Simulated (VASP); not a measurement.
# YH2W (R-3m) in VASP: further runs

The runs below take YH2W through single point, with r2SCAN.

Program: VASP 6.6.1. These are calculated values, not measurements. Logs are shortened: lines on timing, memory, paths and dates and some standing lists are left out, and cuts for length are marked.

### 1 The cell of the first run

It takes space group R-3m (No. 166, trigonal). Conventional cell: a = 3.216 Å, b = 3.216 Å, c = 15.322 Å, α = 90.00°, β = 90.00°, γ = 120.00°. Within 3.4 Å of Y (site symmetry -3m) lie 8 H at 2.53 to 3.39 Å and 6 W at 3.16 Å and 6 Y at 3.22 Å. Within 2.7 Å of H (site symmetry 3m) lie 3 W at 2.04 Å and 3 H at 2.50 Å and 3 Y at 2.53 Å. W (site symmetry -3m) has 6 H at 2.04 Å within 2.7 Å.

### 2 Single point, r2SCAN

POSCAR reads:

```
YH2W
1.0
    1.6080925196      0.9284326491      5.1072926528
   -1.6080925196      0.9284326491      5.1072926528
    0.0000000000     -1.8568652982      5.1072926528
Y H W
1 2 1
Direct
    0.0000000000      0.0000000000      0.0000000000
    0.2213754130      0.2213754130      0.2213754130
    0.7786245870      0.7786245870      0.7786245870
    0.5000000000      0.5000000000      0.5000000000
```

INCAR.step1 reads:

```
SYSTEM = YH2W
PREC = Accurate
ENCUT = 520
ISMEAR = 0
SIGMA = 0.1
LREAL = .False.
LASPH = .True.
NELM = 60
NBANDS = 22
GGA = PE
ALGO = Normal
EDIFF = 1E-4
LWAVE = .True.
LCHARG = .False.
```

INCAR.step2 reads:

```
SYSTEM = YH2W
PREC = Accurate
ENCUT = 520
EDIFF = 1E-6
ISMEAR = 0
SIGMA = 0.1
LREAL = .False.
LASPH = .True.
NELM = 60
ALGO = Normal
ISIF = 2
LWAVE = .False.
LCHARG = .False.
METAGGA = R2SCAN
LMIXTAU = .True.
NBANDS = 22
ISTART = 1
```

KPOINTS reads:

```
regular mesh
0
Gamma
  6 6 6
  0 0 0
```

Potentials or basis: VASP PAW PBE potentials, release 64 (Y_sv, H, W_sv).

Run with:

```
$ cat potpaw_PBE.64/Y_sv/POTCAR potpaw_PBE.64/H/POTCAR potpaw_PBE.64/W_sv/POTCAR > POTCAR
$ cp INCAR.step1 INCAR
$ mpirun -np 1 vasp_std > vasp.out
$ cp INCAR.step2 INCAR
$ mpirun -np 1 vasp_std > vasp.out
```

OUTCAR:

```text
SYSTEM = YH2W
   PREC = Accurate
   ENCUT = 520
   EDIFF = 1E-6
   ISMEAR = 0
   LREAL = .False.
   LASPH = .True.
   NELM = 60
   ISIF = 2
   METAGGA = R2SCAN
   ISTART = 1

 ion  position               nearest neighbor table
   1  0.000  0.000  0.000-   3 2.53   3 2.53   2 2.53   2 2.53   3 2.53   2 2.53   4 3.16   4 3.16
                             4 3.16   4 3.16   4 3.16   4 3.16
   2  0.221  0.221  0.221-   4 2.04   4 2.04   4 2.04   1 2.53   1 2.53   1 2.53
   3  0.779  0.779  0.779-   4 2.04   4 2.04   4 2.04   1 2.53   1 2.53   1 2.53
   4  0.500  0.500  0.500-   2 2.04   2 2.04   3 2.04   3 2.04   2 2.04   3 2.04   1 3.16   1 3.16
                             1 3.16   1 3.16   1 3.16   1 3.16

  LATTYP: Found a trigonal (rhomboedric) cell.
 ALAT       =     5.4343708906
 COS(alpha) =     0.8248728385

  Lattice vectors:

 A1 = (   1.6080925196,   0.9284326491,   5.1072926528)
 A2 = (  -1.6080925196,   0.9284326491,   5.1072926528)
 A3 = (   0.0000000000,  -1.8568652982,   5.1072926528)

Analysis of symmetry for initial positions (statically):
=====================================================================
 Subroutine PRICEL returns:
 Original cell was already a primitive cell.

 Routine SETGRP: Setting up the symmetry group for a
 trigonal (rhombohedral) supercell.

 Subroutine GETGRP returns: Found 12 space group operations
 (whereof 12 operations were pure point group operations)
 out of a pool of 12 trial point group operations.

The static configuration has the point symmetry D_3d.

Analysis of symmetry for dynamics (positions and initial velocities):
=====================================================================
 Subroutine PRICEL returns:
 Original cell was already a primitive cell.

 Routine SETGRP: Setting up the symmetry group for a
 trigonal (rhombohedral) supercell.

 Subroutine GETGRP returns: Found 12 space group operations
 (whereof 12 operations were pure point group operations)
 out of a pool of 12 trial point group operations.

The dynamic configuration has the point symmetry D_3d.

 Subroutine INISYM returns: Found 12 space group operations
 (whereof 12 operations are pure point group operations),
 and found     1 'primitive' translations

----------------------------------------------------------------------------------------

                                     Primitive cell

  volume of cell :      45.7513

  direct lattice vectors                    reciprocal lattice vectors
     1.608092520  0.928432649  5.107292653     0.310927384  0.179514009  0.065266151
    -1.608092520  0.928432649  5.107292653    -0.310927384  0.179514009  0.065266151
     0.000000000 -1.856865298  5.107292653     0.000000000 -0.359028017  0.065266151

  length of vectors
     5.434370891  5.434370891  5.434370891     0.364912027  0.364912027  0.364912027

  position of ions in fractional coordinates (direct lattice)
     0.000000000  0.000000000  0.000000000
     0.221375413  0.221375413  0.221375413
     0.778624587  0.778624587  0.778624587
     0.500000000  0.500000000  0.500000000

  ion indices of the primitive-cell ions
   primitive index   ion index
                 1           1
                 2           2
                 3           3
                 4           4

----------------------------------------------------------------------------------------

 KPOINTS: regular mesh

Automatic generation of k-mesh.
 Grid dimensions read from file:
 generate k-points for:    6    6    6

 Generating k-lattice:

  Cartesian coordinates                     Fractional coordinates (reciprocal lattice)
     0.051821231  0.029919001  0.010877692     0.166666667 -0.000000000  0.000000000
    -0.051821231  0.029919001  0.010877692    -0.000000000  0.166666667  0.000000000
     0.000000000 -0.059838003  0.010877692     0.000000000  0.000000000  0.166666667

  Length of vectors
     0.060818671  0.060818671  0.060818671

  Shift w.r.t. Gamma in fractional coordinates (k-lattice)
     0.000000000  0.000000000  0.000000000

 Subroutine IBZKPT returns following result:
 ===========================================

 Found     32 irreducible k-points:

 Following reciprocal coordinates:
            Coordinates               Weight
  0.000000  0.000000  0.000000      1.000000
  0.166667 -0.000000  0.000000      6.000000
  0.333333  0.000000  0.000000      6.000000
  0.500000  0.000000  0.000000      3.000000
  0.166667  0.166667  0.000000      6.000000
  0.333333  0.166667  0.000000     12.000000
[... 16 lines left out ...]
  0.500000  0.500000  0.166667      6.000000
 -0.333333  0.500000  0.166667     12.000000
 [... further k-points ...]
   k-points           NKPTS =     32   k-points in BZ     NKDIM =     32   number of bands    NBANDS=     22
   number of dos      NEDOS =    301   number of ions     NIONS =      4
   total plane-waves  NPLWV =  64000
   dimension x,y,z NGX =    40 NGY =   40 NGZ =   40
   dimension x,y,z NGXF=    80 NGYF=   80 NGZF=   80
   ions per type =               1   2   1
   NGX,Y,Z   is equivalent  to a cutoff of  12.24, 12.24, 12.24 a.u.
   NGXF,Y,Z  is equivalent  to a cutoff of  24.47, 24.47, 24.47 a.u.
 SYSTEM =  YH2W
   PREC   = accura    normal or accurate (medium, high low for compatibility)
   ISTART =      1    job   : 0-new  1-cont  2-samecut
   ICHARG =      0    charge: 1-file 2-atom 10-const
   ISPIN  =      1    spin polarized calculation?
   LNONCOLLINEAR =      F non collinear calculations
   LSORBIT =      F    spin-orbit coupling
   LASPH  =      T    aspherical Exc in radial PAW
   ENCUT  =  520.0 eV  38.22 Ry    6.18 a.u.  10.10 10.10 10.10*2*pi/ulx,y,z
   NELM   =     60;   NELMIN=  2; NELMDL=  0     # of ELM steps
   EDIFF  = 0.1E-05   stopping-criterion for ELM
   LREAL  =      F    real-space projection
   EDIFFG = 0.1E-04   stopping-criterion for IOM
   NSW    =      0    number of steps for IOM
   IBRION =     -1    ionic relax: 0-MD 1-quasi-New 2-CG
   NFREE  =      0    steps in history (QN), initial steepest desc. (CG)
   ISIF   =      2    stress and relaxation
   ISYM   =      2    0-nonsym 1-usesym 2-fastsym
   POTIM  = 0.5000    time-step for ionic-motion
   TEBEG  =    0.0;   TEEND  =   0.0 temperature during run
   PSTRESS=    0.0 pullay stress
   NELECT =      27.0000    total number of electrons
   NUPDOWN=      -1.0000    fix difference up-down
   EMIN   =  10.00;   EMAX   =-10.00  energy-range for DOS
   EFERMI =   0.00;   METHOD = LEGACY
   ISMEAR =     0;   SIGMA  =   0.10  broadening in eV -4-tet -1-fermi 0-gaus
   EFERMI_NEDOS =   21; number of points for ismear=-14 and -15
   IALGO  =     38    algorithm
   IMIX   =      4    mixing-type and parameters
     AMIX     =   0.40;   BMIX     =  1.00
     AMIX_MAG =   1.60;   BMIX_MAG =  1.00
  volume/ion in A,a.u.               =      11.44        77.19
  Fermi-wavevector in a.u.,A,eV,Ry     =   1.373183  2.594939 25.655558  1.885630
  Thomas-Fermi vector in A             =   2.498723
   LORBIT       =      0    0 simple, 1 ext, 2 COOP (PROOUT), +10 PAW based schemes
   METAGGA = R2SCAN    functional components
   LHFCALC =     F    Hartree Fock is set to
   AEXX    =    0.0000 exact exchange contribution
   IVDW    =     0    specifies the selected vdW correction
   LEPSILON=     F    determine dielectric tensor
   LRPA    =     F    only Hartree local field effects (RPA)
 non-spin polarized calculation
 Gauss-broadening in eV      SIGMA  =   0.10
  energy-cutoff  :      520.00
  volume of cell :       45.75
 maximum number of plane-waves:      1248
   NGX = 21   NGY = 21   NGZ = 21

 number of electron      27.0000001 magnetization

 Free energy of the ion-electron system (eV)
  ---------------------------------------------------
  ext. energy  EPLUGINS =         0.00000000
  ---------------------------------------------------
  free energy    TOTEN  =       -77.71994487 eV

  energy without entropy =      -77.71017310  energy(sigma->0) =      -77.71505898

 E-fermi :   7.0110     XC(G=0): -12.6692

 val. band max:        6.9179955608   @ k =   0.3333   0.3333   0.3333
 cond. band min:       7.0385221861   @ k =   0.5000   0.1667   0.1667
 fundamental gap:      0.1205266254
 Fermi energy:         7.0109762005

 k-point     1 :       0.0000    0.0000    0.0000
  band No.  band energies     occupation
      1     -68.9987      2.00000
      2     -36.6634      2.00000
      3     -32.5190      2.00000
      4     -32.5190      2.00000
      5     -32.4497      2.00000
      6     -16.0985      2.00000
[... 14 lines left out ...]
     21      13.2513      0.00000
     22      15.7066      0.00000

 k-point     2 :       0.1667   -0.0000    0.0000
  band No.  band energies     occupation
      1     -68.9945      2.00000
      2     -36.6201      2.00000
      3     -32.5989      2.00000
      4     -32.5375      2.00000
      5     -32.4361      2.00000
      6     -16.0497      2.00000
[... 14 lines left out ...]
     21      14.5036      0.00000
     22      14.9308      0.00000

 k-point     3 :       0.3333    0.0000    0.0000
  band No.  band energies     occupation
      1     -68.9861      2.00000
      2     -36.5322      2.00000
      3     -32.7555      2.00000
      4     -32.5742      2.00000
      5     -32.4088      2.00000
      6     -16.4818      2.00000
[... 14 lines left out ...]
     21      13.5270      0.00000
     22      14.7642      0.00000
[... 476 lines left out ...]
 k-point    23 :       0.5000    0.5000    0.1667
  band No.  band energies     occupation
      1     -68.9861      2.00000
      2     -36.5321      2.00000
      3     -32.7586      2.00000
      4     -32.5743      2.00000
      5     -32.4070      2.00000
      6     -16.4644      2.00000
[... 14 lines left out ...]
     21      13.4819      0.00000
     22      15.5689      0.00000

 k-point    24 :      -0.3333    0.5000    0.1667
  band No.  band energies     occupation
      1     -68.9820      2.00000
      2     -36.4860      2.00000
      3     -32.7957      2.00000
      4     -32.6340      2.00000
      5     -32.3964      2.00000
      6     -16.6016      2.00000
[... 14 lines left out ...]
     21      13.9909      0.00000
     22      15.7161      0.00000

 [... further k-points ...]

------------------------ aborting loop because EDIFF is reached ----------------------------------------

  FORCE on cell =-STRESS in cart. coord.  units (eV):
  Direction    XX          YY          ZZ          XY          YZ          ZX
  --------------------------------------------------------------------------------------
  -------------------------------------------------------------------------------------
  Total       -0.0278256     -0.0278256      0.0081163      0.0000000      0.0000000      0.0000000
  in kB       -0.9744336     -0.9744336      0.2842258      0.0000000      0.0000000      0.0000000
  external PRESSURE =      -0.5548805 kB  Pullay stress =       0.0000000 kB

 VOLUME and BASIS-vectors are now :
 -----------------------------------------------------------------------------
  energy-cutoff  :      520.00
  volume of cell :       45.75
      direct lattice vectors                 reciprocal lattice vectors
     1.608092520  0.928432649  5.107292653     0.310927384  0.179514009  0.065266151
    -1.608092520  0.928432649  5.107292653    -0.310927384  0.179514009  0.065266151
     0.000000000 -1.856865298  5.107292653     0.000000000 -0.359028017  0.065266151

 POSITION                                       TOTAL-FORCE (eV/Angst)
 -----------------------------------------------------------------------------------
      0.00000      0.00000      0.00000        -0.000000     -0.000000     -0.000000
      0.00000      0.00000      3.39189        -0.000000      0.000000      0.002102
      0.00000      0.00000     11.92999        -0.000000     -0.000000     -0.002102
      0.00000      0.00000      7.66094         0.000000     -0.000000     -0.000000
 -----------------------------------------------------------------------------------
    total drift:                               -0.000000      0.000000      0.000000

  FREE ENERGIE OF THE ION-ELECTRON SYSTEM (eV)
  ---------------------------------------------------
  free  energy   TOTEN  =       -77.7199448690 eV

  energy  without entropy=      -77.7101730960  energy(sigma->0) =      -77.71505898
```

Wall time 6 min (1 thread of Oxide Virtual Turin-like, shared host); peak memory 0.27 GiB.

What came out:

| Quantity | Value |
| --- | --- |
| Free energy | -77.7199 eV |
| Pressure | -0.1 GPa |
| Band gap on the k mesh | zero (an odd number of electrons rules out a gap without spin polarisation) |

Forces on the atoms (eV/Å):
```
Y    0.000  0.000  0.000
H    0.000  0.000  0.002
H    0.000  0.000 -0.002
W    0.000  0.000  0.000
```

Caveat: the k points lie up to 0.38 Å⁻¹ apart, too coarse for converged energies and pressures of a metal; the PAW data sets were made with another functional, which shifts forces and pressure a little; spin-orbit coupling is left out, which moves the levels of the heavy elements; an odd number of electrons without spin polarisation forces a metal; a magnetic or distorted state may lie lower.

### 3 Single point, r2SCAN

This run uses another cell than the first one, of 13.45 Å³/atom.

POSCAR reads:

```
YH2W
1.0
    1.6404273090      0.9471011484      5.7725392279
   -1.6404273090      0.9471011484      5.7725392279
    0.0000000000     -1.8942022970      5.7725392279
Y H W
1 2 1
Direct
    0.0000000000      0.0000000000      0.0000000000
    0.2220000000      0.2220000000      0.2220000000
    0.7780000000      0.7780000000      0.7780000000
    0.5000000000      0.5000000000      0.5000000000
```

INCAR.step1 reads:

```
ALGO = Normal ; EDIFF = 1E-4
ENCUT = 520 ; GGA = PE
ISMEAR = 0 ; LASPH = T
LCHARG = F ; LREAL = F
LWAVE = T ; NBANDS = 22
NELM = 100 ; PREC = Accurate
SIGMA = 0.1
```

INCAR.step2 reads:

```
ALGO = Normal ; EDIFF = 1E-6
ENCUT = 520 ; ISIF = 2
ISMEAR = 0 ; ISTART = 1
LASPH = T ; LCHARG = F
LMIXTAU = T ; LREAL = F
LWAVE = F ; METAGGA = R2SCAN
NBANDS = 22 ; NELM = 100
PREC = Accurate ; SIGMA = 0.1
```

KPOINTS reads:

```
k-points
0
Gamma
  6 6 6
```

Potentials or basis: VASP PAW PBE potentials, release 64 (Y_sv, H, W_sv).

Run with:

```
$ cat potpaw_PBE.64/Y_sv/POTCAR potpaw_PBE.64/H/POTCAR potpaw_PBE.64/W_sv/POTCAR > POTCAR
$ cp INCAR.step1 INCAR
$ mpirun -np 1 vasp_std > vasp.out
$ cp INCAR.step2 INCAR
$ mpirun -np 1 vasp_std > vasp.out
```

Wall time 12 min (1 thread of Oxide Virtual Turin-like, shared host); peak memory 0.39 GiB.

The run converged. Its results:

| Property | Result |
| --- | --- |
| Free energy | -77.1844 eV |
| Pressure | -16.5 GPa |
| Largest force | 0.381 eV/Å |
| Band gap on the k mesh | zero (an odd number of electrons rules out a gap without spin polarisation) |

Forces in eV/Å, atoms in the order of the input:
```
Y    0.000  0.000  0.000
H    0.000  0.000 -0.381
H    0.000  0.000  0.381
W    0.000  0.000  0.000
```

Stress tensor (GPa, compression positive):
```
-15.47   0.00   0.00
  0.00 -15.47   0.00
  0.00   0.00 -18.63
```

Levels at points of the mesh, in eV from the Fermi level:
| k point | band 12 | band 13 | band 14 | band 15 | band 16 | band 17 |
| --- | --- | --- | --- | --- | --- | --- |
| (0.00, 0.00, 0.00) | -0.96 | -0.96 | -0.13 | 0.70 | 0.70 | 2.74 |
| (0.50, 0.00, 0.00) | -1.63 | -1.17 | 0.01 | 0.26 | 2.41 | 3.49 |
| (0.50, 0.50, 0.00) | -2.53 | -0.22 | -0.11 | 1.50 | 2.41 | 3.15 |
| (0.50, 0.50, 0.50) | -1.26 | -0.90 | -0.90 | 1.05 | 1.05 | 2.26 |

Caveat: the k points lie up to 0.37 Å⁻¹ apart, too coarse for converged energies and pressures of a metal; the PAW data sets were made with another functional, which shifts forces and pressure a little; spin-orbit coupling is left out, which moves the levels of the heavy elements; an odd number of electrons without spin polarisation forces a metal; a magnetic or distorted state may lie lower.

The gap in the log of VASP goes by the Fermi energy; the results here count the filled bands.